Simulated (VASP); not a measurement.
Write the native input for VASP 6.6.1 that does the following.

| Quantity | Value |
| --- | --- |
| Task | relaxation of cell and atoms |
| Functional | LDA |
| Potentials or basis | VASP PAW LDA potentials, release 64 (W_sv, C) |
| Cutoff | 600 eV |
| k mesh | 11 × 11 × 9 |
| Occupations | fermi-dirac, width 0.05 eV |
| Spin | no spin polarisation |
| Dipole correction | no |
| Further INCAR settings | ALGO = Normal; EDIFF = 1e-07; IBRION = 2; EDIFFG = -0.01; NSW = 80; ISIF = 3 |

The structure of WC lies in POSCAR:

```
WC
1.0
    2.9065000000      0.0000000000      0.0000000000
   -1.4532500000      2.5171028400      0.0000000000
    0.0000000000      0.0000000000      2.8366000000
W C
1 1
Direct
    0.0000000000      0.0000000000      0.0000000000
    0.6666666667      0.3333333333      0.5000000000
```

These files were run (other wordings do the same):

INCAR

```
SYSTEM = WC
  PREC = Accurate
  ENCUT = 600
  EDIFF = 1E-7
  ISMEAR = -1
  SIGMA = 0.05
  LREAL = .False.
  LASPH = .True.
  NELM = 60
  ALGO = Normal
  ISIF = 3
  LWAVE = .False.
  LCHARG = .False.
  GGA = CA
  IBRION = 2
  NSW = 80
  EDIFFG = -0.01
```

KPOINTS

```
Automatic mesh
0
Gamma
  11 11 9
  0 0 0
```

Potentials or basis: VASP PAW LDA potentials, release 64 (W_sv, C).

Run with:

```sh
$ cat potpaw_LDA.64/W_sv/POTCAR potpaw_LDA.64/C/POTCAR > POTCAR
$ mpirun -np 1 vasp_std > vasp.out
```

Results of the run:

```yaml
Relaxed_volume: 10.19 Å³/atom
Relaxed_cell: a = 2.891 Å, b = 2.891 Å, c = 2.816 Å, α = 90.00°, β = 90.00°, γ = 120.00°
Space_group_after_relaxing_to_0.1_Å: P-6m2 (No. 187)
Energy_gained_by_relaxing: 4.5 meV/atom
Ionic_steps: 4
Pressure_after_relaxing: 0.0 GPa
Band_gap_on_the_k_mesh: zero (bands 9 and 10 overlap by 1.28 eV)
```

Caveat: spin-orbit coupling is left out, which moves the levels of the heavy elements.

Wall time 64 s on 1 thread of Intel Xeon 8259CL, with other jobs on the host, peak memory 0.16 GiB.
